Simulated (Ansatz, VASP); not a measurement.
## Two plane-wave programs on ZnSe2

```xyz
12
Lattice="6.4010 0.0000 0.0000 0.0000 6.4010 0.0000 0.0000 0.0000 6.4010" Properties=species:S:1:pos:R:3 pbc="T T T"
Zn    3.2005    3.2005    0.0000
Zn    3.2005    0.0000    3.2005
Zn    0.0000    3.2005    3.2005
Zn    0.0000    0.0000    0.0000
Se    0.7038    5.6972    2.4967
Se    5.6972    2.4967    0.7038
Se    2.4967    0.7038    5.6972
Se    3.9044    3.9044    3.9044
Se    5.6972    0.7038    3.9044
Se    0.7038    3.9044    5.6972
Se    3.9044    5.6972    0.7038
Se    2.4967    2.4967    2.4967
```

Alike in both runs: task single point; functional PBEsol; k mesh 6 × 6 × 6; occupations gaussian, width 0.05 eV; no spin polarisation.

|  | VASP | Ansatz |
| --- | --- | --- |
| version | VASP 6.6.1 | Ansatz 0.2.0 |
| potentials or method | VASP PAW PBE potentials, release 64 (Zn, Se), cutoff 520 eV | scalar-relativistic, plane waves, PAW |
| valence electrons in the cell | 96 | 176 |

Ansatz gave:

* gap on the k mesh at the Fermi level (eV): 0.60
* least direct gap on the mesh (eV): 0.85
* pressure (GPa): -4.9
* rms of the force components (eV/Å): 0.171

Q: Which values does VASP return?

A: gap on the k mesh at the Fermi level (eV): 0.60; least direct gap on the mesh (eV): 0.85; pressure (GPa): -4.7; rms of the force components (eV/Å): 0.162.

VASP's potentials were made for PBE, not for PBEsol, and Ansatz warns of the same on its side. Atom by atom the forces differ by 0.009 eV/Å (rms over components). With one functional, cell and mesh, what is left measures potentials, basis and numerics. VASP's potentials hold 96 valence electrons a cell and Ansatz's 176, so a difference there can come from the potentials and not from the codes.
